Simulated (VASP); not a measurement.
Set up this calculation in VASP 6.6.1, as the native input.

* Task: single point
* Functional: LDA
* Potentials or basis: VASP PAW LDA potentials, release 64 (Pt)
* Cutoff: 520 eV
* k mesh: 12 × 12 × 12
* Occupations: methfessel-paxton, width 0.1 eV
* Spin: no spin polarisation
* Dipole correction: no
* Further INCAR settings: ALGO = Normal; EDIFF = 1e-06; NBANDS = 11

The structure of Pt lies in POSCAR:

```
Pt
1.0
    0.0000000000      1.9609000000      1.9609000000
    1.9609000000      0.0000000000      1.9609000000
    1.9609000000      1.9609000000      0.0000000000
Pt
1
Direct
    0.0000000000      0.0000000000      0.0000000000
```

One way to write it, as run:

INCAR

```
PREC = Accurate
ENCUT = 520
EDIFF = 1E-6
ISMEAR = 1
SIGMA = 0.1
LREAL = False
LASPH = True
NELM = 80
ALGO = Normal
ISIF = 2
LWAVE = False
LCHARG = False
NBANDS = 11
```

KPOINTS

```
regular mesh
0
Gamma
  12 12 12
```

Potentials or basis: VASP PAW LDA potentials, release 64 (Pt).

Run with:

```bash
$ cat potpaw_LDA.64/Pt/POTCAR > POTCAR
$ mpirun -np 1 vasp_std > vasp.out
```

It gave:

The pressure is -5.4 GPa and the band gap on the k mesh is zero (band 5 reaches 11.65 eV, above the bottom of band 6 at 9.42 eV).

Caveat: spin-orbit coupling is left out, which moves the levels of the heavy elements.

It took 5.6 s on 1 thread of Intel Xeon 6975P-C, with other jobs on the host, peak memory 0.13 GiB.
